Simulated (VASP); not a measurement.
Write the native input for VASP 6.6.1 that does the following.

```yaml
Task: single point
Functional: r2SCAN
Potentials_or_basis: VASP PAW PBE potentials, release 64 (Ti_sv, Si)
Cutoff: 520 eV
k_mesh: 12 × 12 × 12
Occupations: fermi-dirac, width 0.05 eV
Spin: no spin polarisation
Dipole_correction: no
Further_INCAR_settings: ALGO = Normal; EDIFF = 1e-06; NBANDS = 17
```

TiSi2:

```
Ti Si
1.0
    -1.46726    1.70442    4.17692
     1.46726   -1.70442    4.17692
     1.46726    1.70442   -4.17692
Ti Si
1 2
Direct
  0.00000 0.00000 0.00000
  0.67067 0.67067 0.00000
  0.32933 0.32933 0.00000
```

The input as run:

POSCAR

```
TiSi2
1.0
   -1.4672579291      1.7044225932      4.1769207846
    1.4672579291     -1.7044225932      4.1769207846
    1.4672579291      1.7044225932     -4.1769207846
Ti Si
1 2
Direct
    0.0000000000      0.0000000000      0.0000000000
    0.6706736496      0.6706736496      0.0000000000
    0.3293263504      0.3293263504      0.0000000000
```

INCAR.step1

```
PREC     = Accurate       # precision mode
ENCUT    = 520            # plane-wave cutoff, eV
ISMEAR   = -1             # smearing method
SIGMA    = 0.05           # smearing width, eV
LREAL    = False          # projectors in reciprocal space
LASPH    = True           # aspherical terms in the spheres
NELM     = 100            # most SCF steps
NBANDS   = 17             # bands
GGA      = PE             # functional
ALGO     = Normal         # electronic algorithm
EDIFF    = 1E-4           # SCF threshold, eV
LWAVE    = True           # write WAVECAR
LCHARG   = False          # write CHGCAR
```

INCAR.step2

```
PREC     = Accurate       # precision mode
ENCUT    = 520            # plane-wave cutoff, eV
EDIFF    = 1E-6           # SCF threshold, eV
ISMEAR   = -1             # smearing method
SIGMA    = 0.05           # smearing width, eV
LREAL    = False          # projectors in reciprocal space
LASPH    = True           # aspherical terms in the spheres
NELM     = 100            # most SCF steps
ALGO     = Normal         # electronic algorithm
ISIF     = 2              # what is computed and relaxed
LWAVE    = False          # write WAVECAR
LCHARG   = False          # write CHGCAR
METAGGA  = R2SCAN         # meta-GGA
LMIXTAU  = True         
NBANDS   = 17             # bands
ISTART   = 1
```

KPOINTS

```
regular mesh
0
Gamma
  12 12 12
```

Potentials or basis: VASP PAW PBE potentials, release 64 (Ti_sv, Si).

Command:

```console
$ cat potpaw_PBE.64/Ti_sv/POTCAR potpaw_PBE.64/Si/POTCAR > POTCAR
$ cp INCAR.step1 INCAR
$ mpirun -np 1 vasp_std > vasp.out
$ cp INCAR.step2 INCAR
$ mpirun -np 1 vasp_std > vasp.out
```

It gave:

* Pressure: 0.3 GPa
* Largest force: 0.011 eV/Å
* Band gap on the k mesh: zero (bands 10 and 11 overlap by 2.57 eV)

Caveat: the PAW data sets were made with another functional, which shifts forces and pressure a little.

Wall time 7.9 min on 1 thread of Intel(R) Xeon(R) 6975P-C (Granite Rapids), on a shared host, peak memory 0.34 GiB.
